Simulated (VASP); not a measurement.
Crystal: Nb.

```xyz
2
Lattice="0.0000 2.8850 2.8850 2.8850 0.0000 2.8850 2.8850 2.8850 0.0000" Properties=species:S:1:pos:R:3 pbc="T T T"
Nb    5.7700    5.7700    5.7700
Nb    1.4425    1.4425    1.4425
```

This isn't the form of Nb at room conditions, which is bcc.

| Property | Result |
| --- | --- |
| Program | VASP 6.6.1 |
| Task | relaxation of cell and atoms |
| Functional | PBE |
| Potentials or basis | VASP PAW PBE potentials, release 64 (Nb_sv) |
| Cutoff | 500 eV |
| k mesh | 6 × 6 × 6 |
| Occupations | fermi-dirac, width 0.1 eV |
| Spin | no spin polarisation |

At the start: pressure 6.0 GPa; volume 24.01 Å³/atom.

Problem. Where does the relaxation end?

Solution. Over 3 steps the energy falls by 32.1 meV/atom and the volume is 25.84 Å³/atom (+7.6 %); space group Fd-3m (No. 227, to 0.1 Å) before and after.

The path:
```tsv
step	energy change (eV)	largest force (eV/Å)	pressure (GPa)	volume (Å³)
1	0.0000	0.0000	6.02	48.03
2	-0.0320	0.0000	-3.38	54.57
3	-0.0642	0.0000	-0.03	51.69
```

Final structure:
```yaml
crystal:
  lattice:
    - [0.00000, 2.95656, 2.95656]
    - [2.95656, 0.00000, 2.95656]
    - [2.95656, 2.95656, 0.00000]
  atoms:
    - { symbol: Nb, position: [0.00000, 0.00000, 0.00000] }
    - { symbol: Nb, position: [0.25000, 0.25000, 0.25000] }
```
